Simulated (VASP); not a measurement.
# Sc4GeSe (P4/mmm) in VASP: a series of runs

Runs on Sc4GeSe. Level: PBE. Tasks: single point.

Everything below comes from runs of VASP 6.6.1. Logs are shortened: lines on timing, memory, paths and dates and some standing lists are left out, and cuts for length are marked.

**1. The cell of the first run**

Symmetry: P4/mmm, No. 123, tetragonal system. Conventional cell: a = 3.848 Å, b = 3.848 Å, c = 6.633 Å, α = 90.00°, β = 90.00°, γ = 90.00°. Within 2.6 Å of Sc (site symmetry mmm) lie 2 Ge at 1.92 Å. Sc (site symmetry 4mm) has 1 Ge at 1.84 Å within 2.4 Å. Within 2.4 Å of Ge (site symmetry 4/mmm) lie 6 Sc at 1.84 to 1.92 Å. Within 4.1 Å of Se (site symmetry 4/mmm) lie 16 Sc at 3.10 to 3.83 Å and 4 Se at 3.85 Å.

**2. Single point, PBE**

INCAR

```
SYSTEM = Sc4GeSe
PREC = Accurate
ENCUT = 520
EDIFF = 1E-6
ISMEAR = 0
SIGMA = 0.1
LREAL = .FALSE.
LASPH = .TRUE.
NELM = 100
ALGO = Normal
ISIF = 2
LWAVE = .FALSE.
LCHARG = .FALSE.
GGA = PE
NBANDS = 41
```

KPOINTS

```
regular mesh
0
G
  4 4 4
  0 0 0
```

POSCAR

```
Sc4GeSe
1.0
    3.8484136900      0.0000000000      0.0000000000
    0.0000000000      3.8484136900      0.0000000000
    0.0000000000      0.0000000000      6.6332697100
Sc Ge Se
4 1 1
Direct
    0.5000000000      0.0000000000      0.0000000000
    0.0000000000      0.5000000000      0.0000000000
    0.0000000000      0.0000000000      0.2770000100
    0.0000000000      0.0000000000      0.7229999900
    0.0000000000      0.0000000000      0.0000000000
    0.5000000000      0.5000000000      0.5000000000
```

Potentials or basis: VASP PAW PBE potentials, release 64 (Sc_sv, Ge_d, Se).

The run is started by

```sh
$ cat potpaw_PBE.64/Sc_sv/POTCAR potpaw_PBE.64/Ge_d/POTCAR potpaw_PBE.64/Se/POTCAR > POTCAR
$ mpirun -np 1 vasp_std > vasp.out
```

OUTCAR:

```text
SYSTEM = Sc4GeSe
   PREC = Accurate
   ENCUT = 520
   EDIFF = 1E-6
   ISMEAR = 0
   LREAL = .FALSE.
   LASPH = .TRUE.
   NELM = 100
   ISIF = 2
   GGA = PE

 ion  position               nearest neighbor table
   1  0.500  0.000  0.000-   5 1.92   5 1.92   3 2.66   3 2.66   4 2.66   4 2.66   2 2.72   2 2.72
                             2 2.72   2 2.72
   2  0.000  0.500  0.000-   5 1.92   5 1.92   3 2.66   3 2.66   4 2.66   4 2.66   1 2.72   1 2.72
                             1 2.72   1 2.72
   3  0.000  0.000  0.277-   5 1.84   2 2.66   1 2.66   2 2.66   1 2.66   4 2.96   6 3.10   6 3.10
                             6 3.10   6 3.10
   4  0.000  0.000  0.723-   5 1.84   2 2.66   1 2.66   2 2.66   1 2.66   3 2.96   6 3.10   6 3.10
                             6 3.10   6 3.10
   5  0.000  0.000  0.000-   3 1.84   4 1.84   1 1.92   2 1.92   2 1.92   1 1.92
   6  0.500  0.500  0.500-   3 3.10   4 3.10   3 3.10   4 3.10   3 3.10   4 3.10   3 3.10   4 3.10

  LATTYP: Found a simple tetragonal cell.
 ALAT       =     3.8484136900
 C/A-ratio  =     1.7236373853

  Lattice vectors:

 A1 = (   3.8484136900,   0.0000000000,   0.0000000000)
 A2 = (   0.0000000000,   3.8484136900,   0.0000000000)
 A3 = (   0.0000000000,   0.0000000000,   6.6332697100)

Analysis of symmetry for initial positions (statically):
=====================================================================
 Subroutine PRICEL returns:
 Original cell was already a primitive cell.

 Routine SETGRP: Setting up the symmetry group for a
 simple tetragonal supercell.

 Subroutine GETGRP returns: Found 16 space group operations
 (whereof 16 operations were pure point group operations)
 out of a pool of 16 trial point group operations.

The static configuration has the point symmetry D_4h.

Analysis of symmetry for dynamics (positions and initial velocities):
=====================================================================
 Subroutine PRICEL returns:
 Original cell was already a primitive cell.

 Routine SETGRP: Setting up the symmetry group for a
 simple tetragonal supercell.

 Subroutine GETGRP returns: Found 16 space group operations
 (whereof 16 operations were pure point group operations)
 out of a pool of 16 trial point group operations.

The dynamic configuration has the point symmetry D_4h.

 Subroutine INISYM returns: Found 16 space group operations
 (whereof 16 operations are pure point group operations),
 and found     1 'primitive' translations

----------------------------------------------------------------------------------------

                                     Primitive cell

  volume of cell :      98.2406

  direct lattice vectors                    reciprocal lattice vectors
     3.848413690  0.000000000  0.000000000     0.259847324  0.000000000  0.000000000
     0.000000000  3.848413690  0.000000000     0.000000000  0.259847324  0.000000000
     0.000000000  0.000000000  6.633269710     0.000000000  0.000000000  0.150755215

  length of vectors
     3.848413690  3.848413690  6.633269710     0.259847324  0.259847324  0.150755215

  position of ions in fractional coordinates (direct lattice)
     0.500000000  0.000000000  0.000000000
     0.000000000  0.500000000  0.000000000
     0.000000000  0.000000000  0.277000010
     0.000000000  0.000000000  0.722999990
     0.000000000  0.000000000  0.000000000
     0.500000000  0.500000000  0.500000000

  ion indices of the primitive-cell ions
   primitive index   ion index
                 1           1
                 2           2
                 3           3
                 4           4
                 5           5
                 6           6

----------------------------------------------------------------------------------------

 KPOINTS: regular mesh

Automatic generation of k-mesh.
 Grid dimensions read from file:
 generate k-points for:    4    4    4

 Generating k-lattice:

  Cartesian coordinates                     Fractional coordinates (reciprocal lattice)
     0.064961831  0.000000000  0.000000000     0.250000000  0.000000000  0.000000000
     0.000000000  0.064961831  0.000000000     0.000000000  0.250000000  0.000000000
     0.000000000  0.000000000  0.037688804     0.000000000  0.000000000  0.250000000

  Length of vectors
     0.064961831  0.064961831  0.037688804

  Shift w.r.t. Gamma in fractional coordinates (k-lattice)
     0.000000000  0.000000000  0.000000000

 Subroutine IBZKPT returns following result:
 ===========================================

 Found     18 irreducible k-points:

 Following reciprocal coordinates:
            Coordinates               Weight
  0.000000  0.000000  0.000000      1.000000
  0.250000  0.000000  0.000000      4.000000
  0.500000  0.000000  0.000000      2.000000
  0.250000  0.250000  0.000000      4.000000
  0.500000  0.250000  0.000000      4.000000
  0.500000  0.500000  0.000000      1.000000
[... 10 lines left out ...]
  0.500000  0.250000  0.500000      4.000000
  0.500000  0.500000  0.500000      1.000000
   k-points           NKPTS =     18   k-points in BZ     NKDIM =     18   number of bands    NBANDS=     41
   number of dos      NEDOS =    301   number of ions     NIONS =      6
   total plane-waves  NPLWV =  45000
   dimension x,y,z NGX =    30 NGY =   30 NGZ =   50
   dimension x,y,z NGXF=    60 NGYF=   60 NGZF=  100
   ions per type =               4   1   1
   NGX,Y,Z   is equivalent  to a cutoff of  12.96, 12.96, 12.53 a.u.
   NGXF,Y,Z  is equivalent  to a cutoff of  25.92, 25.92, 25.06 a.u.
 SYSTEM =  Sc4GeSe
   PREC   = accura    normal or accurate (medium, high low for compatibility)
   ISTART =      0    job   : 0-new  1-cont  2-samecut
   ICHARG =      2    charge: 1-file 2-atom 10-const
   ISPIN  =      1    spin polarized calculation?
   LNONCOLLINEAR =      F non collinear calculations
   LSORBIT =      F    spin-orbit coupling
   LASPH  =      T    aspherical Exc in radial PAW
   ENCUT  =  520.0 eV  38.22 Ry    6.18 a.u.   7.16  7.16 12.33*2*pi/ulx,y,z
   NELM   =    100;   NELMIN=  2; NELMDL= -5     # of ELM steps
   EDIFF  = 0.1E-05   stopping-criterion for ELM
   LREAL  =      F    real-space projection
   EDIFFG = 0.1E-04   stopping-criterion for IOM
   NSW    =      0    number of steps for IOM
   IBRION =     -1    ionic relax: 0-MD 1-quasi-New 2-CG
   NFREE  =      0    steps in history (QN), initial steepest desc. (CG)
   ISIF   =      2    stress and relaxation
   ISYM   =      2    0-nonsym 1-usesym 2-fastsym
   POTIM  = 0.5000    time-step for ionic-motion
   TEBEG  =    0.0;   TEEND  =   0.0 temperature during run
   PSTRESS=    0.0 pullay stress
   NELECT =      64.0000    total number of electrons
   NUPDOWN=      -1.0000    fix difference up-down
   EMIN   =  10.00;   EMAX   =-10.00  energy-range for DOS
   EFERMI =   0.00;   METHOD = LEGACY
   ISMEAR =     0;   SIGMA  =   0.10  broadening in eV -4-tet -1-fermi 0-gaus
   EFERMI_NEDOS =   21; number of points for ismear=-14 and -15
   IALGO  =     38    algorithm
   IMIX   =      4    mixing-type and parameters
     AMIX     =   0.40;   BMIX     =  1.00
     AMIX_MAG =   1.60;   BMIX_MAG =  1.00
  volume/ion in A,a.u.               =      16.37       110.49
  Fermi-wavevector in a.u.,A,eV,Ry     =   1.419181  2.681863 27.403148  2.014075
  Thomas-Fermi vector in A             =   2.540228
   LORBIT       =      0    0 simple, 1 ext, 2 COOP (PROOUT), +10 PAW based schemes
   GGA     = PE    functional components
   LHFCALC =     F    Hartree Fock is set to
   AEXX    =    0.0000 exact exchange contribution
   IVDW    =     0    specifies the selected vdW correction
   LEPSILON=     F    determine dielectric tensor
   LRPA    =     F    only Hartree local field effects (RPA)
 non-spin polarized calculation
 Gauss-broadening in eV      SIGMA  =   0.10
  energy-cutoff  :      520.00
  volume of cell :       98.24
 maximum number of plane-waves:      2660
 NGX is ok and might be reduce to    30
   NGX = 15   NGY = 15   NGZ = 25

 number of electron      63.9999993 magnetization

 Free energy of the ion-electron system (eV)
  ---------------------------------------------------
  ext. energy  EPLUGINS =         0.00000000
  ---------------------------------------------------
  free energy    TOTEN  =        -5.62061226 eV

  energy without entropy =       -5.58100734  energy(sigma->0) =       -5.60080980

 E-fermi :   6.9132     XC(G=0): -11.2507

 val. band max:        6.8874508566   @ k =   0.0000   0.0000   0.2500
 cond. band min:       6.9188436897   @ k =   0.0000   0.0000   0.5000
 fundamental gap:      0.0313928330
 Fermi energy:         6.9131536127

 k-point     1 :       0.0000    0.0000    0.0000
  band No.  band energies     occupation
      1     -42.1184      2.00000
      2     -41.9554      2.00000
      3     -41.2329      2.00000
      4     -40.9128      2.00000
      5     -22.6780      2.00000
      6     -21.6050      2.00000
[... 33 lines left out ...]
     40       9.9301      0.00000
     41      10.2729      0.00000

 k-point     2 :       0.2500    0.0000    0.0000
  band No.  band energies     occupation
      1     -42.0948      2.00000
      2     -41.9537      2.00000
      3     -41.1870      2.00000
      4     -40.9574      2.00000
      5     -22.6998      2.00000
      6     -22.0955      2.00000
[... 33 lines left out ...]
     40       9.6351      0.00000
     41      10.4882      0.00000

 k-point     3 :       0.5000    0.0000    0.0000
  band No.  band energies     occupation
      1     -42.0714      2.00000
      2     -41.9521      2.00000
      3     -41.0791      2.00000
      4     -41.0633      2.00000
      5     -22.7900      2.00000
      6     -22.4499      2.00000
[... 611 lines left out ...]
      2     -41.9786      2.00000
      3     -41.0688      2.00000
      4     -41.0613      2.00000
      5     -22.7639      2.00000
      6     -22.3948      2.00000
[... 33 lines left out ...]
     40      10.1633      0.00000
     41      10.4654      0.00000

 k-point    18 :       0.5000    0.5000    0.5000
  band No.  band energies     occupation
      1     -42.0079      2.00000
      2     -41.9768      2.00000
      3     -41.0593      2.00000
      4     -41.0593      2.00000
      5     -22.9773      2.00000
      6     -22.4099      2.00000
[... 33 lines left out ...]
     40       9.9412      0.00000
     41      10.1233      0.00000

------------------------ aborting loop because EDIFF is reached ----------------------------------------

  FORCE on cell =-STRESS in cart. coord.  units (eV):
  Direction    XX          YY          ZZ          XY          YZ          ZX
  --------------------------------------------------------------------------------------
  -------------------------------------------------------------------------------------
  Total       64.8193232     64.8193232     86.2353175      0.0000000      0.0000000      0.0000000
  in kB     1057.1190925   1057.1190925   1406.3861836      0.0000000      0.0000000      0.0000000
  external PRESSURE =    1173.5414562 kB  Pullay stress =       0.0000000 kB

 VOLUME and BASIS-vectors are now :
 -----------------------------------------------------------------------------
  energy-cutoff  :      520.00
  volume of cell :       98.24
      direct lattice vectors                 reciprocal lattice vectors
     3.848413690  0.000000000  0.000000000     0.259847324  0.000000000  0.000000000
     0.000000000  3.848413690  0.000000000     0.000000000  0.259847324  0.000000000
     0.000000000  0.000000000  6.633269710     0.000000000  0.000000000  0.150755215

 POSITION                                       TOTAL-FORCE (eV/Angst)
 -----------------------------------------------------------------------------------
      1.92421      0.00000      0.00000         0.000000      0.000000     -0.000000
      0.00000      1.92421      0.00000         0.000000      0.000000     -0.000000
      0.00000      0.00000      1.83742        -0.000000      0.000000     23.673585
      0.00000      0.00000      4.79585        -0.000000     -0.000000    -23.673585
      0.00000      0.00000      0.00000         0.000000      0.000000     -0.000000
      1.92421      1.92421      3.31663         0.000000      0.000000     -0.000000
 -----------------------------------------------------------------------------------
    total drift:                                0.000000     -0.000000      0.000000

  FREE ENERGIE OF THE ION-ELECTRON SYSTEM (eV)
  ---------------------------------------------------
  free  energy   TOTEN  =        -5.6206122619 eV

  energy  without entropy=       -5.5810073365  energy(sigma->0) =       -5.60080980
```

Wall time 87 s (1 thread of Intel Xeon Platinum 8259CL at 2.50GHz (Skylake/Cascade Lake), shared host); peak memory 0.23 GiB.

What came out:

```yaml
Free_energy: -5.6206 eV
Pressure: 117.4 GPa
Largest_force: 23.674 eV/Å
Band_gap_on_the_k_mesh: zero (band 32 reaches 7.87 eV, above the bottom of band 33 at 6.55 eV)
```

Forces in eV/Å, atoms in the order of the input:
```
Sc    0.000   0.000   0.000
Sc    0.000   0.000   0.000
Sc    0.000   0.000  23.674
Sc    0.000   0.000 -23.674
Ge    0.000   0.000   0.000
Se    0.000   0.000   0.000
```

Stress tensor (GPa, compression positive):
```
105.71   0.00   0.00
  0.00 105.71   0.00
  0.00   0.00 140.64
```

Caveat: the k points lie up to 0.41 Å⁻¹ apart; forces of over 1 eV/Å act on the atoms, so gaps and moduli don't describe the material at rest.

(Part 1 of 2 ends here.)
